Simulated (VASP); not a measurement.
# LaLu2N3 (C2/c) in VASP: single point with PBE

Aim: the single point of LaLu2N3 with PBE.

Everything below comes from runs of VASP 6.6.1. Logs are shortened: lines on timing, memory, paths and dates and some standing lists are left out, and cuts for length are marked.

### 1 The cell of the first run

The structure is monoclinic, space group C2/c (No. 15). The conventional cell has a = 6.105 Å, b = 10.549 Å, c = 6.026 Å, α = 90.00°, β = 109.08°, γ = 90.00°. Within 3.3 Å of La (site symmetry 2) lie 6 N at 2.50 to 2.60 Å. Within 3.1 Å of Lu (site symmetry 2) lie 6 N at 2.36 to 2.49 Å. Lu (site symmetry 2) has 6 N at 2.33 to 2.55 Å within 3.1 Å. N (site symmetry 1) has 4 Lu at 2.33 to 2.55 Å and 2 La at 2.58 to 2.60 Å within 3.1 Å. Within 3.3 Å of N (site symmetry -1) lie 4 Lu at 2.47 Å and 2 La at 2.50 Å.

### 2 Single point, PBE

INCAR

```
SYSTEM = LaLu2N3
  ALGO = Normal
  EDIFF = 1E-6
  ENCUT = 600
  GGA = PE
  GGA_COMPAT = .FALSE.
  ISIF = 2
  ISMEAR = 0
  LASPH = .TRUE.
  LCHARG = .TRUE.
  LELF = .TRUE.
  LMAXMIX = 6
  LREAL = .FALSE.
  LVHAR = .TRUE.
  LWAVE = .FALSE.
  NBANDS = 88
  NELM = 200
  PREC = Accurate
  SIGMA = 0.1
```

KPOINTS

```
k-points
0
G
  4 4 4
  0 0 0
```

POSCAR

```
LaLu2N3
1.0
    3.0524795492     -5.2745155745      0.0000000000
    3.0524795492      5.2745155745      0.0000000000
   -1.9700289744      0.0000000000      5.6953547336
La Lu N
2 4 6
Direct
    0.0817904344      0.9182095656      0.2500000000
    0.9182095656      0.0817904344      0.7500000000
    0.4149205889      0.5850794111      0.2500000000
    0.7438582505      0.2561417495      0.2500000000
    0.5850794111      0.4149205889      0.7500000000
    0.2561417495      0.7438582505      0.7500000000
    0.8159788846      0.6353530357      0.4978764514
    0.3646469643      0.1840211154      0.0021235486
    0.6353530357      0.8159788846      0.9978764514
    0.1840211154      0.3646469643      0.5021235486
    0.5000000000      0.0000000000      0.5000000000
    0.0000000000      0.5000000000      0.0000000000
```

Potentials or basis: VASP PAW PBE potentials, release 64 (La, Lu, N).

The run is started by

```sh
> cat potpaw_PBE.64/La/POTCAR potpaw_PBE.64/Lu/POTCAR potpaw_PBE.64/N/POTCAR > POTCAR
> mpirun -np 1 vasp_std > vasp.out
```

OUTCAR:

```text
SYSTEM = LaLu2N3
   EDIFF = 1E-6
   ENCUT = 600
   GGA = PE
   ISIF = 2
   ISMEAR = 0
   LASPH = .TRUE.
   LREAL = .FALSE.
   NELM = 200
   PREC = Accurate

 ion  position               nearest neighbor table
   1  0.082  0.918  0.250-  11 2.50  12 2.50   7 2.58   8 2.58   9 2.60  10 2.60   2 3.47   2 3.47
                             4 3.50   4 3.50   3 3.51   5 3.52   5 3.52   3 3.52   3 3.52   6 3.53
   2  0.918  0.082  0.750-  11 2.50  12 2.50   9 2.58  10 2.58   7 2.60   8 2.60   1 3.47   1 3.47
                             6 3.50   6 3.50   5 3.51   3 3.52   3 3.52   5 3.52   5 3.52   4 3.53
   3  0.415  0.585  0.250-   9 2.36  10 2.36  11 2.47  12 2.47   7 2.49   8 2.49   6 3.45   6 3.45
                             4 3.47   5 3.51   5 3.51   1 3.51   2 3.52   2 3.52   1 3.52   1 3.52
   4  0.744  0.256  0.250-   7 2.33   8 2.33  11 2.47  12 2.47   9 2.55  10 2.55   5 3.45   5 3.45
                             3 3.47   1 3.50   1 3.50   6 3.52   6 3.52   2 3.53   2 3.53   3 3.55
   5  0.585  0.415  0.750-   7 2.36   8 2.36  11 2.47  12 2.47   9 2.49  10 2.49   4 3.45   4 3.45
                             6 3.47   3 3.51   3 3.51   2 3.51   1 3.52   1 3.52   2 3.52   2 3.52
   6  0.256  0.744  0.750-   9 2.33  10 2.33  11 2.47  12 2.47   7 2.55   8 2.55   3 3.45   3 3.45
                             5 3.47   2 3.50   2 3.50   4 3.52   4 3.52   1 3.53   1 3.53   5 3.55
   7  0.816  0.635  0.498-   4 2.33   5 2.36   3 2.49   6 2.55   1 2.58   2 2.60
   8  0.365  0.184  0.002-   4 2.33   5 2.36   3 2.49   6 2.55   1 2.58   2 2.60
   9  0.635  0.816  0.998-   6 2.33   3 2.36   5 2.49   4 2.55   2 2.58   1 2.60
  10  0.184  0.365  0.502-   6 2.33   3 2.36   5 2.49   4 2.55   2 2.58   1 2.60
  11  0.500  0.000  0.500-   4 2.47   6 2.47   5 2.47   3 2.47   1 2.50   2 2.50
  12  0.000  0.500  0.000-   4 2.47   6 2.47   5 2.47   3 2.47   1 2.50   2 2.50

  LATTYP: Found a base centered monoclinic cell.
 ALAT       =     6.1049590984
 B/A-ratio  =     1.7279446068
 C/A-ratio  =     0.9871398402
 COS(beta)  =    -0.3268971806

  Lattice vectors:

 A1 = (   3.0524795492,  -5.2745155745,   0.0000000000)
 A2 = (   3.0524795492,   5.2745155745,   0.0000000000)
 A3 = (  -1.9700289744,   0.0000000000,   5.6953547336)

Analysis of symmetry for initial positions (statically):
=====================================================================
 Subroutine PRICEL returns:
 Original cell was already a primitive cell.

 Routine SETGRP: Setting up the symmetry group for a
 base centered monoclinic supercell.

 Subroutine GETGRP returns: Found  4 space group operations
 (whereof  2 operations were pure point group operations)
 out of a pool of  4 trial point group operations.

The static configuration has the point symmetry S_2 .
 The point group associated with its full space group is C_2h.

Analysis of symmetry for dynamics (positions and initial velocities):
=====================================================================
 Subroutine PRICEL returns:
 Original cell was already a primitive cell.

 Routine SETGRP: Setting up the symmetry group for a
 base centered monoclinic supercell.

 Subroutine GETGRP returns: Found  4 space group operations
 (whereof  2 operations were pure point group operations)
 out of a pool of  4 trial point group operations.

The dynamic configuration has the point symmetry S_2 .
 The point group associated with its full space group is C_2h.

 Subroutine INISYM returns: Found  4 space group operations
 (whereof  2 operations are pure point group operations),
 and found     1 'primitive' translations

----------------------------------------------------------------------------------------

                                     Primitive cell

  volume of cell :     183.3944

  direct lattice vectors                    reciprocal lattice vectors
     3.052479549 -5.274515574  0.000000000     0.163801261 -0.094795435  0.056659022
     3.052479549  5.274515574  0.000000000     0.163801261  0.094795435  0.056659022
    -1.970028974  0.000000000  5.695354734     0.000000000  0.000000000  0.175581688

  length of vectors
     6.094107477  6.094107477  6.026448349     0.197553214  0.197553214  0.175581688

  position of ions in fractional coordinates (direct lattice)
     0.081790434  0.918209566  0.250000000
     0.918209566  0.081790434  0.750000000
     0.414920589  0.585079411  0.250000000
     0.743858250  0.256141750  0.250000000
     0.585079411  0.414920589  0.750000000
     0.256141750  0.743858250  0.750000000
     0.815978885  0.635353036  0.497876451
     0.364646964  0.184021115  0.002123549
     0.635353036  0.815978885  0.997876451
     0.184021115  0.364646964  0.502123549
     0.500000000  0.000000000  0.500000000
     0.000000000  0.500000000  0.000000000

  ion indices of the primitive-cell ions
   primitive index   ion index
                 1           1
                 2           2
                 3           3
                 4           4
                 5           5
                 6           6
                 7           7
                 8           8
                 9           9
                10          10
                11          11
                12          12

----------------------------------------------------------------------------------------

 KPOINTS: k-points

Automatic generation of k-mesh.
 Grid dimensions read from file:
 generate k-points for:    4    4    4

 Generating k-lattice:

  Cartesian coordinates                     Fractional coordinates (reciprocal lattice)
     0.040950315 -0.023698859  0.014164756     0.250000000  0.000000000  0.000000000
     0.040950315  0.023698859  0.014164756     0.000000000  0.250000000  0.000000000
     0.000000000  0.000000000  0.043895422     0.000000000  0.000000000  0.250000000

  Length of vectors
     0.049388304  0.049388304  0.043895422

  Shift w.r.t. Gamma in fractional coordinates (k-lattice)
     0.000000000  0.000000000  0.000000000

 Subroutine IBZKPT returns following result:
 ===========================================

 Found     24 irreducible k-points:

 Following reciprocal coordinates:
            Coordinates               Weight
  0.000000  0.000000  0.000000      1.000000
  0.250000 -0.000000  0.000000      4.000000
  0.500000 -0.000000  0.000000      2.000000
  0.250000  0.250000  0.000000      2.000000
  0.500000  0.250000  0.000000      4.000000
 -0.250000  0.250000  0.000000      2.000000
[... 16 lines left out ...]
 -0.250000  0.250000  0.500000      2.000000
  0.500000  0.500000  0.500000      1.000000
   k-points           NKPTS =     24   k-points in BZ     NKDIM =     24   number of bands    NBANDS=     88
   number of dos      NEDOS =    301   number of ions     NIONS =     12
   total plane-waves  NPLWV = 120000
   dimension x,y,z NGX =    50 NGY =   50 NGZ =   48
   dimension x,y,z NGXF=   100 NGYF=  100 NGZF=   96
   ions per type =               2   4   6
   NGX,Y,Z   is equivalent  to a cutoff of  13.64, 13.64, 13.24 a.u.
   NGXF,Y,Z  is equivalent  to a cutoff of  27.28, 27.28, 26.48 a.u.
 SYSTEM =  LaLu2N3
   PREC   = accura    normal or accurate (medium, high low for compatibility)
   ISTART =      0    job   : 0-new  1-cont  2-samecut
   ICHARG =      2    charge: 1-file 2-atom 10-const
   ISPIN  =      1    spin polarized calculation?
   LNONCOLLINEAR =      F non collinear calculations
   LSORBIT =      F    spin-orbit coupling
   LASPH  =      T    aspherical Exc in radial PAW
   ENCUT  =  600.0 eV  44.10 Ry    6.64 a.u.  12.17 12.17 12.04*2*pi/ulx,y,z
   NELM   =    200;   NELMIN=  2; NELMDL= -5     # of ELM steps
   EDIFF  = 0.1E-05   stopping-criterion for ELM
   LREAL  =      F    real-space projection
   EDIFFG = 0.1E-04   stopping-criterion for IOM
   NSW    =      0    number of steps for IOM
   IBRION =     -1    ionic relax: 0-MD 1-quasi-New 2-CG
   NFREE  =      0    steps in history (QN), initial steepest desc. (CG)
   ISIF   =      2    stress and relaxation
   ISYM   =      2    0-nonsym 1-usesym 2-fastsym
   POTIM  = 0.5000    time-step for ionic-motion
   TEBEG  =    0.0;   TEEND  =   0.0 temperature during run
   PSTRESS=    0.0 pullay stress
   NELECT =     152.0000    total number of electrons
   NUPDOWN=      -1.0000    fix difference up-down
   EMIN   =  10.00;   EMAX   =-10.00  energy-range for DOS
   EFERMI =   0.00;   METHOD = LEGACY
   ISMEAR =     0;   SIGMA  =   0.10  broadening in eV -4-tet -1-fermi 0-gaus
   EFERMI_NEDOS =   21; number of points for ismear=-14 and -15
   IALGO  =     38    algorithm
   IMIX   =      4    mixing-type and parameters
     AMIX     =   0.40;   BMIX     =  1.00
     AMIX_MAG =   1.60;   BMIX_MAG =  1.00
  volume/ion in A,a.u.               =      15.28       103.13
  Fermi-wavevector in a.u.,A,eV,Ry     =   1.537779  2.905981 32.174580  2.364765
  Thomas-Fermi vector in A             =   2.644240
   LORBIT       =      0    0 simple, 1 ext, 2 COOP (PROOUT), +10 PAW based schemes
   GGA     = PE    functional components
   LHFCALC =     F    Hartree Fock is set to
   AEXX    =    0.0000 exact exchange contribution
   IVDW    =     0    specifies the selected vdW correction
   LEPSILON=     F    determine dielectric tensor
   LRPA    =     F    only Hartree local field effects (RPA)
 non-spin polarized calculation
 Gauss-broadening in eV      SIGMA  =   0.10
  energy-cutoff  :      600.00
  volume of cell :      183.39
 maximum number of plane-waves:      6140
 NGX is ok and might be reduce to    50
   NGX = 25   NGY = 25   NGZ = 25

 number of electron     151.9999997 magnetization

 Free energy of the ion-electron system (eV)
  ---------------------------------------------------
  ext. energy  EPLUGINS =         0.00000000
  ---------------------------------------------------
  free energy    TOTEN  =       -96.23724872 eV

  energy without entropy =      -96.23470792  energy(sigma->0) =      -96.23597832

 E-fermi :   5.1934     XC(G=0): -11.7087

 val. band max:        5.1257098385   @ k =   0.0000   0.0000   0.0000
 cond. band min:       5.2368576098   @ k =   0.5000   0.5000   0.0000
 fundamental gap:      0.1111477712
 Fermi energy:         5.1933950659

 k-point     1 :       0.0000    0.0000    0.0000
  band No.  band energies     occupation
      1     -49.4714      2.00000
      2     -49.4557      2.00000
      3     -49.4443      2.00000
      4     -49.4430      2.00000
      5     -25.5691      2.00000
      6     -25.3867      2.00000
[... 80 lines left out ...]
     87       9.2314      0.00000
     88       9.2591      0.00000

 k-point     2 :       0.2500   -0.0000    0.0000
  band No.  band energies     occupation
      1     -49.4697      2.00000
      2     -49.4559      2.00000
      3     -49.4453      2.00000
      4     -49.4435      2.00000
      5     -25.5703      2.00000
      6     -25.3891      2.00000
[... 1991 lines left out ...]
     87       9.5170      0.00000
     88       9.5176      0.00000

 k-point    24 :       0.5000    0.5000    0.5000
  band No.  band energies     occupation
      1     -49.4601      2.00000
      2     -49.4601      2.00000
      3     -49.4471      2.00000
      4     -49.4471      2.00000
      5     -25.4829      2.00000
      6     -25.4829      2.00000
[... 80 lines left out ...]
     87       9.5633      0.00000
     88       9.5635      0.00000

------------------------ aborting loop because EDIFF is reached ----------------------------------------

  FORCE on cell =-STRESS in cart. coord.  units (eV):
  Direction    XX          YY          ZZ          XY          YZ          ZX
  --------------------------------------------------------------------------------------
  -------------------------------------------------------------------------------------
  Total        0.2292732     -0.1119793      0.4287602      0.0000000      0.0000000     -0.2398670
  in kB        2.0029854     -0.9782780      3.7457517      0.0000000      0.0000000     -2.0955348
  external PRESSURE =       1.5901530 kB  Pullay stress =       0.0000000 kB

 VOLUME and BASIS-vectors are now :
 -----------------------------------------------------------------------------
  energy-cutoff  :      600.00
  volume of cell :      183.39
      direct lattice vectors                 reciprocal lattice vectors
     3.052479549 -5.274515574  0.000000000     0.163801261 -0.094795435  0.056659022
     3.052479549  5.274515574  0.000000000     0.163801261  0.094795435  0.056659022
    -1.970028974  0.000000000  5.695354734     0.000000000  0.000000000  0.175581688

 POSITION                                       TOTAL-FORCE (eV/Angst)
 -----------------------------------------------------------------------------------
      2.55997      4.41171      1.42384         0.000000     -0.020597      0.000000
      1.57496     -4.41171      4.27152         0.000000      0.020597     -0.000000
      2.55997      0.89751      1.42384         0.000000      0.003666      0.000000
      2.55997     -2.57247      1.42384         0.000000     -0.035064     -0.000000
      1.57496     -0.89751      4.27152         0.000000     -0.003666      0.000000
      1.57496      2.57247      4.27152         0.000000      0.035064      0.000000
      3.44933     -0.95271      2.83558         0.127940      0.047669      0.019017
      1.67061     -0.95271      0.01209        -0.127940      0.047669     -0.019017
      2.46432      0.95271      5.68326         0.127940     -0.047669      0.019017
      0.68560      0.95271      2.85977        -0.127940     -0.047669     -0.019017
      0.54123     -2.63726      2.84768         0.000000      0.000000      0.000000
      1.52624      2.63726      0.00000         0.000000      0.000000      0.000000
 -----------------------------------------------------------------------------------
    total drift:                                0.000000      0.000000     -0.000000

  FREE ENERGIE OF THE ION-ELECTRON SYSTEM (eV)
  ---------------------------------------------------
  free  energy   TOTEN  =       -96.2372487194 eV

  energy  without entropy=      -96.2347079239  energy(sigma->0) =      -96.23597832
```

Run time: 16 min. Hardware: 1 thread of AMD EPYC 9R45 (Zen 5), shared host; peak memory 0.55 GiB.

What came out:

```yaml
Free_energy: -96.2372 eV
Pressure: 0.2 GPa
Largest_force: 0.138 eV/Å
Band_gap_on_the_k_mesh: 0.11 eV, indirect (least direct gap 0.16 eV)
```

Forces in eV/Å, atoms in the order of the input:
```
La   0.000 -0.021  0.000
La   0.000  0.021  0.000
Lu   0.000  0.004  0.000
Lu   0.000 -0.035  0.000
Lu   0.000 -0.004  0.000
Lu   0.000  0.035  0.000
N    0.128  0.048  0.019
N   -0.128  0.048 -0.019
N    0.128 -0.048  0.019
N   -0.128 -0.048 -0.019
N    0.000  0.000  0.000
N    0.000  0.000  0.000
```

Stress tensor (GPa, compression positive):
```
 0.20  0.00 -0.21
 0.00 -0.10  0.00
-0.21  0.00  0.37
```

Caveat: spin-orbit coupling is left out, which moves the levels of the heavy elements. A k mesh can miss the band edges.
